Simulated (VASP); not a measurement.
# KCu3C (Pm-3m) in VASP: further runs

KCu3C is run at these levels: PBE; tasks: single point, relaxation of cell and atoms.

Program: VASP 6.6.1. These are calculated values, not measurements. Logs are shortened: lines on timing, memory, paths and dates and some standing lists are left out, and cuts for length are marked.

## Step 1: The cell of the first run

Symmetry: Pm-3m, No. 221, cubic system. The conventional cell has a = 4.158 Å, b = 4.158 Å, c = 4.158 Å, α = 90.00°, β = 90.00°, γ = 90.00°. Within 3.9 Å of K (site symmetry m-3m) lie 12 Cu at 2.94 Å and 8 C at 3.60 Å. Within 2.8 Å of Cu (site symmetry 4/mmm) lie 2 C at 2.08 Å. Within 2.8 Å of C (site symmetry m-3m) lie 6 Cu at 2.08 Å.

The cell was generated, and may not be a known phase.

## Step 2: Single point, PBE

Input file INCAR:

```
PREC = Accurate
ENCUT = 520
EDIFF = 1E-6
ISMEAR = 0
SIGMA = 0.1
LREAL = False
LASPH = True
NELM = 100
ALGO = Normal
ISIF = 2
LWAVE = False
LCHARG = False
GGA = PE
NBANDS = 31
```

Input file KPOINTS:

```
regular mesh
0
Gamma
  10 10 10
```

Input file POSCAR:

```
KCu3C
1.0
    4.1584582582      0.0000000000      0.0000000000
    0.0000000000      4.1584582582      0.0000000000
    0.0000000000      0.0000000000      4.1584582582
K Cu C
1 3 1
Direct
    0.0000000000      0.0000000000      0.0000000000
    0.5000000000      0.0000000000      0.5000000000
    0.0000000000      0.5000000000      0.5000000000
    0.5000000000      0.5000000000      0.0000000000
    0.5000000000      0.5000000000      0.5000000000
```

Potentials or basis: VASP PAW PBE potentials, release 64 (K_sv, Cu, C).

Run with:

```bash
$ cat potpaw_PBE.64/K_sv/POTCAR potpaw_PBE.64/Cu/POTCAR potpaw_PBE.64/C/POTCAR > POTCAR
$ mpirun -np 1 vasp_std > vasp.out
```

OUTCAR:

```text
PREC = Accurate
   ENCUT = 520
   EDIFF = 1E-6
   ISMEAR = 0
   LREAL = False
   LASPH = True
   NELM = 100
   ISIF = 2
   GGA = PE

 ion  position               nearest neighbor table
   1  0.000  0.000  0.000-   2 2.94   3 2.94   4 2.94   2 2.94   3 2.94   3 2.94   4 2.94   3 2.94
                             2 2.94   4 2.94   2 2.94   4 2.94
   2  0.500  0.000  0.500-   5 2.08   5 2.08   1 2.94   1 2.94   1 2.94   1 2.94
   3  0.000  0.500  0.500-   5 2.08   5 2.08   1 2.94   1 2.94   1 2.94   1 2.94
   4  0.500  0.500  0.000-   5 2.08   5 2.08   1 2.94   1 2.94   1 2.94   1 2.94
   5  0.500  0.500  0.500-   2 2.08   3 2.08   4 2.08   4 2.08   2 2.08   3 2.08

  LATTYP: Found a simple cubic cell.
 ALAT       =     4.1584582582

  Lattice vectors:

 A1 = (   4.1584582582,   0.0000000000,   0.0000000000)
 A2 = (   0.0000000000,   4.1584582582,   0.0000000000)
 A3 = (   0.0000000000,   0.0000000000,   4.1584582582)

Analysis of symmetry for initial positions (statically):
=====================================================================
 Subroutine PRICEL returns:
 Original cell was already a primitive cell.

 Routine SETGRP: Setting up the symmetry group for a
 simple cubic supercell.

 Subroutine GETGRP returns: Found 48 space group operations
 (whereof 48 operations were pure point group operations)
 out of a pool of 48 trial point group operations.

The static configuration has the point symmetry O_h .

Analysis of symmetry for dynamics (positions and initial velocities):
=====================================================================
 Subroutine PRICEL returns:
 Original cell was already a primitive cell.

 Routine SETGRP: Setting up the symmetry group for a
 simple cubic supercell.

 Subroutine GETGRP returns: Found 48 space group operations
 (whereof 48 operations were pure point group operations)
 out of a pool of 48 trial point group operations.

The dynamic configuration has the point symmetry O_h .

 Subroutine INISYM returns: Found 48 space group operations
 (whereof 48 operations are pure point group operations),
 and found     1 'primitive' translations

----------------------------------------------------------------------------------------

                                     Primitive cell

  volume of cell :      71.9113

  direct lattice vectors                    reciprocal lattice vectors
     4.158458258  0.000000000  0.000000000     0.240473738  0.000000000  0.000000000
     0.000000000  4.158458258  0.000000000     0.000000000  0.240473738  0.000000000
     0.000000000  0.000000000  4.158458258     0.000000000  0.000000000  0.240473738

  length of vectors
     4.158458258  4.158458258  4.158458258     0.240473738  0.240473738  0.240473738

  position of ions in fractional coordinates (direct lattice)
     0.000000000  0.000000000  0.000000000
     0.500000000  0.000000000  0.500000000
     0.000000000  0.500000000  0.500000000
     0.500000000  0.500000000  0.000000000
     0.500000000  0.500000000  0.500000000

  ion indices of the primitive-cell ions
   primitive index   ion index
                 1           1
                 2           2
                 3           3
                 4           4
                 5           5

----------------------------------------------------------------------------------------

 KPOINTS: regular mesh

Automatic generation of k-mesh.
 Grid dimensions read from file:
 generate k-points for:   10   10   10

 Generating k-lattice:

  Cartesian coordinates                     Fractional coordinates (reciprocal lattice)
     0.024047374  0.000000000  0.000000000     0.100000000  0.000000000  0.000000000
     0.000000000  0.024047374  0.000000000     0.000000000  0.100000000  0.000000000
     0.000000000  0.000000000  0.024047374     0.000000000  0.000000000  0.100000000

  Length of vectors
     0.024047374  0.024047374  0.024047374

  Shift w.r.t. Gamma in fractional coordinates (k-lattice)
     0.000000000  0.000000000  0.000000000

 Subroutine IBZKPT returns following result:
 ===========================================

 Found     56 irreducible k-points:

 Following reciprocal coordinates:
            Coordinates               Weight
  0.000000  0.000000  0.000000      1.000000
  0.100000  0.000000  0.000000      6.000000
  0.200000  0.000000  0.000000      6.000000
  0.300000  0.000000  0.000000      6.000000
  0.400000  0.000000  0.000000      6.000000
  0.500000  0.000000  0.000000      3.000000
[... 16 lines left out ...]
  0.200000  0.100000  0.100000     24.000000
  0.300000  0.100000  0.100000     24.000000
 [... further k-points ...]
   k-points           NKPTS =     56   k-points in BZ     NKDIM =     56   number of bands    NBANDS=     31
   number of dos      NEDOS =    301   number of ions     NIONS =      5
   total plane-waves  NPLWV =  32768
   dimension x,y,z NGX =    32 NGY =   32 NGZ =   32
   dimension x,y,z NGXF=    64 NGYF=   64 NGZF=   64
   ions per type =               1   3   1
   NGX,Y,Z   is equivalent  to a cutoff of  12.79, 12.79, 12.79 a.u.
   NGXF,Y,Z  is equivalent  to a cutoff of  25.59, 25.59, 25.59 a.u.
 SYSTEM =  unknown system
   PREC   = accura    normal or accurate (medium, high low for compatibility)
   ISTART =      0    job   : 0-new  1-cont  2-samecut
   ICHARG =      2    charge: 1-file 2-atom 10-const
   ISPIN  =      1    spin polarized calculation?
   LNONCOLLINEAR =      F non collinear calculations
   LSORBIT =      F    spin-orbit coupling
   LASPH  =      T    aspherical Exc in radial PAW
   ENCUT  =  520.0 eV  38.22 Ry    6.18 a.u.   7.73  7.73  7.73*2*pi/ulx,y,z
   NELM   =    100;   NELMIN=  2; NELMDL= -5     # of ELM steps
   EDIFF  = 0.1E-05   stopping-criterion for ELM
   LREAL  =      F    real-space projection
   EDIFFG = 0.1E-04   stopping-criterion for IOM
   NSW    =      0    number of steps for IOM
   IBRION =     -1    ionic relax: 0-MD 1-quasi-New 2-CG
   NFREE  =      0    steps in history (QN), initial steepest desc. (CG)
   ISIF   =      2    stress and relaxation
   ISYM   =      2    0-nonsym 1-usesym 2-fastsym
   POTIM  = 0.5000    time-step for ionic-motion
   TEBEG  =    0.0;   TEEND  =   0.0 temperature during run
   PSTRESS=    0.0 pullay stress
   NELECT =      46.0000    total number of electrons
   NUPDOWN=      -1.0000    fix difference up-down
   EMIN   =  10.00;   EMAX   =-10.00  energy-range for DOS
   EFERMI =   0.00;   METHOD = LEGACY
   ISMEAR =     0;   SIGMA  =   0.10  broadening in eV -4-tet -1-fermi 0-gaus
   EFERMI_NEDOS =   21; number of points for ismear=-14 and -15
   IALGO  =     38    algorithm
   IMIX   =      4    mixing-type and parameters
     AMIX     =   0.40;   BMIX     =  1.00
     AMIX_MAG =   1.60;   BMIX_MAG =  1.00
  volume/ion in A,a.u.               =      14.38        97.06
  Fermi-wavevector in a.u.,A,eV,Ry     =   1.410571  2.665594 27.071673  1.989712
  Thomas-Fermi vector in A             =   2.532512
   LORBIT       =      0    0 simple, 1 ext, 2 COOP (PROOUT), +10 PAW based schemes
   GGA     = PE    functional components
   LHFCALC =     F    Hartree Fock is set to
   AEXX    =    0.0000 exact exchange contribution
   IVDW    =     0    specifies the selected vdW correction
   LEPSILON=     F    determine dielectric tensor
   LRPA    =     F    only Hartree local field effects (RPA)
 non-spin polarized calculation
 Gauss-broadening in eV      SIGMA  =   0.10
  energy-cutoff  :      520.00
  volume of cell :       71.91
 maximum number of plane-waves:      1960
 NGX is ok and might be reduce to    32
   NGX = 15   NGY = 15   NGZ = 15

 number of electron      45.9999998 magnetization

 Free energy of the ion-electron system (eV)
  ---------------------------------------------------
  ext. energy  EPLUGINS =         0.00000000
  ---------------------------------------------------
  free energy    TOTEN  =       -18.63562533 eV

  energy without entropy =      -18.63453596  energy(sigma->0) =      -18.63508064

 E-fermi :   5.0074     XC(G=0): -11.0184

 val. band max:        4.9995706152   @ k =   0.5000   0.4000   0.0000
 cond. band min:       5.0942930003   @ k =   0.5000   0.5000   0.0000
 fundamental gap:      0.0947223851
 Fermi energy:         5.0074352919

 k-point     1 :       0.0000    0.0000    0.0000
  band No.  band energies     occupation
      1     -25.2917      2.00000
      2      -8.8937      2.00000
      3      -8.8937      2.00000
      4      -8.8937      2.00000
      5      -6.6574      2.00000
      6       0.6471      2.00000
[... 23 lines left out ...]
     30      12.5126      0.00000
     31      12.5126      0.00000

 k-point     2 :       0.1000    0.0000    0.0000
  band No.  band energies     occupation
      1     -25.2906      2.00000
      2      -8.9275      2.00000
      3      -8.8928      2.00000
      4      -8.8928      2.00000
      5      -6.5977      2.00000
      6       0.6772      2.00000
[... 23 lines left out ...]
     30      12.2507      0.00000
     31      12.2508      0.00000

 k-point     3 :       0.2000    0.0000    0.0000
  band No.  band energies     occupation
      1     -25.2877      2.00000
      2      -9.0117      2.00000
      3      -8.8905      2.00000
      4      -8.8905      2.00000
      5      -6.4389      2.00000
      6       0.6063      2.00000
[... 23 lines left out ...]
     30      11.6916      0.00000
     31      11.8779      0.00000

 k-point     4 :       0.3000    0.0000    0.0000
  band No.  band energies     occupation
      1     -25.2841      2.00000
      2      -9.1086      2.00000
      3      -8.8876      2.00000
      4      -8.8876      2.00000
      5      -6.2331      2.00000
      6       0.1072      2.00000
[... 23 lines left out ...]
     30      11.4830      0.00000
     31      11.4834      0.00000

 k-point     5 :       0.4000    0.0000    0.0000
  band No.  band energies     occupation
      1     -25.2813      2.00000
      2      -9.1823      2.00000
      3      -8.8853      2.00000
      4      -8.8853      2.00000
      5      -6.0544      2.00000
      6      -0.3701      2.00000
[... 23 lines left out ...]
     30      11.1661      0.00000
     31      11.1661      0.00000
[... 542 lines left out ...]
     30      12.9748      0.00000
     31      13.0214      0.00000

 k-point    22 :       0.1000    0.1000    0.1000
  band No.  band energies     occupation
      1     -25.2884      2.00000
      2      -8.9447      2.00000
      3      -8.9124      2.00000
      4      -8.9124      2.00000
      5      -6.4879      2.00000
      6       0.7429      2.00000
[... 23 lines left out ...]
     30      12.0431      0.00000
     31      12.0431      0.00000

 k-point    23 :       0.2000    0.1000    0.1000
  band No.  band energies     occupation
      1     -25.2856      2.00000
      2      -9.0084      2.00000
      3      -8.9200      2.00000
      4      -8.9089      2.00000
      5      -6.3442      2.00000
      6       0.6542      2.00000
[... 23 lines left out ...]
     30      11.6884      0.00000
     31      12.1709      0.00000

 k-point    24 :       0.3000    0.1000    0.1000
  band No.  band energies     occupation
      1     -25.2822      2.00000
      2      -9.0958      2.00000
      3      -8.9154      2.00000
      4      -8.9044      2.00000
      5      -6.1563      2.00000
      6       0.1303      2.00000
[... 23 lines left out ...]
     30      11.2528      0.00000
     31      12.1983      0.00000

 [... further k-points ...]

------------------------ aborting loop because EDIFF is reached ----------------------------------------

  FORCE on cell =-STRESS in cart. coord.  units (eV):
  Direction    XX          YY          ZZ          XY          YZ          ZX
  --------------------------------------------------------------------------------------
  -------------------------------------------------------------------------------------
  Total        0.1486951      0.1486951      0.1486951      0.0000000     -0.0000000     -0.0000000
  in kB        3.3129133      3.3129133      3.3129133      0.0000000     -0.0000000     -0.0000000
  external PRESSURE =       3.3129133 kB  Pullay stress =       0.0000000 kB

 VOLUME and BASIS-vectors are now :
 -----------------------------------------------------------------------------
  energy-cutoff  :      520.00
  volume of cell :       71.91
      direct lattice vectors                 reciprocal lattice vectors
     4.158458258  0.000000000  0.000000000     0.240473738  0.000000000  0.000000000
     0.000000000  4.158458258  0.000000000     0.000000000  0.240473738  0.000000000
     0.000000000  0.000000000  4.158458258     0.000000000  0.000000000  0.240473738

 POSITION                                       TOTAL-FORCE (eV/Angst)
 -----------------------------------------------------------------------------------
      0.00000      0.00000      0.00000         0.000000      0.000000      0.000000
      2.07923      0.00000      2.07923         0.000000      0.000000      0.000000
      0.00000      2.07923      2.07923         0.000000      0.000000      0.000000
      2.07923      2.07923      0.00000         0.000000      0.000000      0.000000
      2.07923      2.07923      2.07923         0.000000      0.000000      0.000000
 -----------------------------------------------------------------------------------
    total drift:                                0.000000     -0.000000     -0.000000

  FREE ENERGIE OF THE ION-ELECTRON SYSTEM (eV)
  ---------------------------------------------------
  free  energy   TOTEN  =       -18.6356253252 eV

  energy  without entropy=      -18.6345359576  energy(sigma->0) =      -18.63508064
```

It took 45 s on 1 thread of Intel Xeon 6975P-C (Granite Rapids), shared host; peak memory 0.25 GiB.

Results:

| Property | Result |
| --- | --- |
| Free energy | -18.6356 eV |
| Pressure | 0.3 GPa |
| Band gap on the k mesh | zero (bands 23 and 24 overlap by 0.17 eV) |

Levels at points of the mesh, in eV from the Fermi level:
```
           k point  band 19  band 20  band 21  band 22  band 23  band 24  band 25  band 26  band 27  band 28
(0.00, 0.00, 0.00)    -2.47    -2.10    -1.99    -1.99    -1.99     1.69     2.03     2.03     6.93     6.93
(0.50, 0.00, 0.00)    -2.44    -2.36    -1.99    -0.84    -0.84     2.16     3.08     3.94     4.41     5.13
(0.50, 0.50, 0.00)    -2.39    -2.38    -1.30    -1.30    -0.33     0.09     1.90     3.99     3.99     5.40
(0.50, 0.50, 0.50)    -2.08    -2.08    -0.70    -0.70    -0.70     1.23     1.23     1.23     6.13     6.13
```

## Step 3: Relaxation of cell and atoms, PBE

Input file INCAR:

```
SYSTEM = KCu3C
PREC = Accurate
ENCUT = 600
EDIFF = 1E-6
ISMEAR = 0
SIGMA = 0.1
LREAL = .FALSE.
LASPH = .TRUE.
NELM = 100
ALGO = Normal
ISIF = 3
LWAVE = .FALSE.
LCHARG = .FALSE.
GGA = PE
IBRION = 2
NSW = 100
EDIFFG = -0.01
```

Input file KPOINTS:

```
Automatic mesh
0
G
  10 10 10
  0 0 0
```

Changes to POSCAR since step 2:

```diff
@@ -2,5 +2,5 @@
 1.0
-    4.1584582582      0.0000000000      0.0000000000
-    0.0000000000      4.1584582582      0.0000000000
-    0.0000000000      0.0000000000      4.1584582582
+    4.1576297262      0.0000000000      0.0000000000
+    0.0000000000      4.1576297262      0.0000000000
+    0.0000000000      0.0000000000      4.1576297262
 K Cu C
```

Potentials or basis: VASP PAW PBE potentials, release 64 (K_sv, Cu, C).

Run with:

```bash
$ cat potpaw_PBE.64/K_sv/POTCAR potpaw_PBE.64/Cu/POTCAR potpaw_PBE.64/C/POTCAR > POTCAR
$ mpirun -np 1 vasp_std > vasp.out
```

Wall time 3.9 min (1 thread of Intel Xeon 6975P-C (Granite Rapids), shared host); peak memory 0.3 GiB.

It converged, with:

```yaml
Free_energy: -18.6368 eV
Relaxed_volume: 14.46 Å³/atom
Relaxed_cell: a = 4.166 Å, b = 4.166 Å, c = 4.166 Å, α = 90.00°, β = 90.00°, γ = 90.00°
Space_group_after_relaxing_to_0.1_Å: Pm-3m (No. 221)
Energy_gained_by_relaxing: 0.1 meV/atom
Ionic_steps: 5
Pressure_after_relaxing: 0.0 GPa
Band_gap_on_the_k_mesh: zero (bands 23 and 24 overlap by 0.17 eV)
```

Step by step:
```csv
step,energy change (eV),largest force (eV/Å),pressure (GPa),volume (Å³)
1,0.0000,0.0000,0.34,71.87
2,-0.0006,0.0000,0.26,72.18
3,0.0020,0.0000,-0.99,73.14
4,-0.0006,0.0000,-0.13,72.38
5,-0.0007,0.0000,-0.03,72.32
```

Final structure:
```
K Cu C
1.0
     4.16624    0.00000    0.00000
     0.00000    4.16624    0.00000
     0.00000    0.00000    4.16624
K Cu C
1 3 1
Direct
  0.00000 0.00000 0.00000
  0.50000 0.00000 0.50000
  0.00000 0.50000 0.50000
  0.50000 0.50000 0.00000
  0.50000 0.50000 0.50000
```

Levels at points of the mesh, in eV from the Fermi level:
```tsv
k point	band 20	band 21	band 22	band 23	band 24	band 25	band 26	band 27
(0.00, 0.00, 0.00)	-2.09	-1.98	-1.98	-1.98	1.66	2.02	2.02	6.91
(0.50, 0.00, 0.00)	-2.35	-1.98	-0.84	-0.84	2.14	3.08	3.92	4.39
(0.50, 0.50, 0.00)	-2.37	-1.30	-1.30	-0.32	0.09	1.88	3.99	3.99
(0.50, 0.50, 0.50)	-2.07	-0.70	-0.70	-0.70	1.23	1.23	1.23	6.11
```

The gap in the log of VASP goes by the Fermi energy; the results here count the filled bands.